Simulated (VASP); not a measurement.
LiMg: single point with LDA

LiMg:

```
CELL_PARAMETERS angstrom
3.37819 0.00000 0.00000
0.00000 3.37819 0.00000
0.00000 0.00000 3.55261
ATOMIC_POSITIONS crystal
Li 0.00000 0.00000 0.00000
Mg 0.50000 0.50000 0.50000
```

* Program: VASP 6.6.1
* Task: single point
* Functional: LDA
* Potentials or basis: VASP PAW LDA potentials, release 64 (Li_sv, Mg)
* Cutoff: 650 eV
* k mesh: 10 × 10 × 10
* Occupations: gaussian, width 0.05 eV
* Spin: no spin polarisation
* Dipole correction: no
* k mesh for the DOS: 15 × 15 × 15
* Occupations for the DOS: tetrahedron
* Further INCAR settings: ALGO = Normal; EDIFF = 1e-06; NBANDS = 10

```yaml
Valence_electrons_inside_the_program's_atomic_spheres: Li 2.10; Mg 0.36
```

Levels at points of the mesh, in eV from the Fermi level:
| k point | band 1 | band 2 | band 3 | band 4 | band 5 | band 6 | band 7 | band 8 |
| --- | --- | --- | --- | --- | --- | --- | --- | --- |
| (0.00, 0.00, 0.00) | -45.25 | -5.52 | 4.22 | 5.39 | 5.39 | 5.61 | 6.22 | 11.35 |

Run time: 50 s on 1 thread of Intel(R) Xeon(R) 6975P-C (Granite Rapids) (shared host), peak memory 0.27 GiB.
